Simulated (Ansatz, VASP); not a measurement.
**Two plane-wave programs on OsSe**

File INCAR:

```
SYSTEM = OsSe
PREC = Accurate ; ENCUT = 520
EDIFF = 1E-6 ; ISMEAR = 0
SIGMA = 0.05 ; LREAL = .FALSE.
LASPH = .TRUE. ; NELM = 150
ALGO = Normal ; ISIF = 2
LWAVE = .FALSE. ; LCHARG = .FALSE.
ISPIN = 2 ; MAGMOM = 0.05 0
LORBIT = 11 ; LMAXMIX = 4
GGA = PE ; NBANDS = 18
```

KPOINTS

```
Automatic mesh
0
G
  10 10 10
  0 0 0
```

The input POSCAR:

```
OsSe
1.0
    0.0000000000      2.7713449798      2.7713449798
    2.7713449798      0.0000000000      2.7713449798
    2.7713449798      2.7713449798      0.0000000000
Os Se
1 1
Direct
    0.0000000000      0.0000000000      0.0000000000
    0.2500000000      0.2500000000      0.2500000000
```

Input for Ansatz:

```yaml
crystal:
  lattice:
    - [0.0, 2.7713449798, 2.7713449798]
    - [2.7713449798, 0.0, 2.7713449798]
    - [2.7713449798, 2.7713449798, 0.0]
  atoms:
    - { symbol: Os, position: [0.0, 0.0, 0.0], spin: 0.05 }
    - { symbol: Se, position: [0.25, 0.25, 0.25] }
basis:
  ecutwfc: 420
  ecutrho_ratio: 4
kpoints:
  mp_grid: { grid: [10, 10, 10] }
hamiltonian:
  xc: pbe
scf:
  occupations: { method: gaussian, width: 0.05 }
output:
  forces: true
  stress: true
  eigenvalues: true
  populations: true
magnetization:
  spin_polarized: true
```

Alike in both runs: task single point; functional PBE; k mesh 10 × 10 × 10; occupations gaussian, width 0.05 eV; collinear spin.

|  | VASP | Ansatz |
| --- | --- | --- |
| version | VASP 6.6.1 | Ansatz 0.2.0 |
| potentials or method | VASP PAW PBE potentials, release 64 (Os, Se), cutoff 520 eV | scalar-relativistic, plane waves, PAW |
| valence electrons in the cell | 14 | 32 |

VASP gave:

- gap on the k mesh at the Fermi level (eV): none
- pressure (GPa): -1.9
- net moment per atom (μB): 0.00

**Question.** Estimate Ansatz's values.

**Answer.** gap on the k mesh at the Fermi level (eV): none; pressure (GPa): -2.4; net moment per atom (μB): 0.00.

A gap of «none» marks a metal or a gap that the smearing closes. VASP's potentials hold 14 valence electrons a cell and Ansatz's 32, so a difference there can come from the potentials and not from the codes. Ansatz's warnings: seeded moment not kept.

Neither program's run includes spin-orbit coupling.
